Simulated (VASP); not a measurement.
Here is a VASP 6.6.1 calculation.

The input INCAR:

```
SYSTEM = Nb16H
PREC = Accurate ; ENCUT = 520
EDIFF = 1E-6 ; ISMEAR = -1
SIGMA = 0.15 ; LREAL = Auto
LASPH = .True. ; NELM = 80
ALGO = Normal ; ISIF = 2
LWAVE = .False. ; LCHARG = .False.
GGA = PS ; NBANDS = 118
```

File KPOINTS:

```
Automatic mesh
0
Gamma
  3 3 3
  0 0 0
```

File POSCAR:

```
Nb16H
1.0
    6.6000000000      0.0000000000      0.0000000000
    0.0000000000      6.6000000000      0.0000000000
    0.0000000000      0.0000000000      6.6000000000
Nb H
16 1
Direct
    0.0089112121      0.0000615152      0.0078298485
    0.5012272727      0.0000603030      0.0011759091
    0.0000880303      0.5000612121      0.0008868182
    0.0006443939      0.0000595455      0.5008950000
    0.2511278788      0.2488877273      0.2525662121
    0.4995578788      0.5000607576     -0.0010181818
    0.4983922727      0.0000593939      0.4991077273
    0.7504395455      0.2503460606      0.2503839394
   -0.0015757576      0.5000590909      0.4993783333
    0.2511251515      0.7512384848      0.2525630303
    0.2495724242      0.2496493939      0.7522792424
    0.4965618182      0.5000584848      0.4973401515
    0.7504362121      0.7497742424      0.2503804545
    0.7479109091      0.2620215152      0.7442101515
    0.2495693939      0.7504704545      0.7522742424
    0.7479075758      0.7380930303      0.7442057576
    0.7765113636      0.0000504545      0.8408851515
```

Potentials or basis: VASP PAW PBE potentials, release 64 (Nb_sv, H).

Command:

```bash
$ cat potpaw_PBE.64/Nb_sv/POTCAR potpaw_PBE.64/H/POTCAR > POTCAR
$ mpirun -np 1 vasp_std > vasp.out
```

Q: Estimate the largest force.

A: 0.481 eV/Å.

Q: Predict the band gap on the k mesh.

A: Zero (an odd number of electrons rules out a gap without spin polarisation).

Forces in eV/Å, atoms in the order of the input:
```
Nb   0.020  0.000 -0.035
Nb   0.019  0.000 -0.009
Nb   0.011  0.000 -0.026
Nb   0.031  0.000 -0.033
Nb   0.014  0.003 -0.015
Nb   0.016  0.000 -0.016
Nb   0.022  0.000 -0.012
Nb   0.013  0.005 -0.015
Nb   0.018  0.000 -0.031
Nb   0.014 -0.003 -0.015
Nb   0.017 -0.003 -0.013
Nb   0.022  0.000 -0.014
Nb   0.013 -0.005 -0.015
Nb   0.047 -0.019 -0.038
Nb   0.018  0.003 -0.013
Nb   0.047  0.018 -0.038
H   -0.341  0.000  0.339
```

Caveat: the PAW data sets were made with another functional, which shifts forces and pressure a little.
